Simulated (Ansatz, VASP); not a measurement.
## In: VASP beside Ansatz

```
In
1.0
    -1.86989    1.86989    1.86989
     1.86989   -1.86989    1.86989
     1.86989    1.86989   -1.86989
In
1
Cartesian
  0.0000 0.0000 0.0000
```

Change from the starting cell: volume scaled by 0.98.

Alike in both runs: task single point; functional PBEsol; k mesh 10 × 10 × 10; occupations fermi-dirac, width 0.05 eV; no spin polarisation.

```csv
,VASP,Ansatz
version,VASP 6.6.1,Ansatz 0.2.0
potentials or method,"VASP PAW PBE potentials, release 64 (In_d), cutoff 520 eV","all-electron LAPW, scalar-relativistic"
```

```tsv
	VASP	Ansatz	Ansatz less VASP
gap on the k mesh at the Fermi level (eV)	none	none	-
pressure (GPa)	-0.6	-0.6	+0.03
```

VASP's potentials were made for PBE, not for PBEsol. A gap of «none» marks a metal or a gap that the smearing closes. Ansatz ran all-electron here, and VASP with PAW potentials.
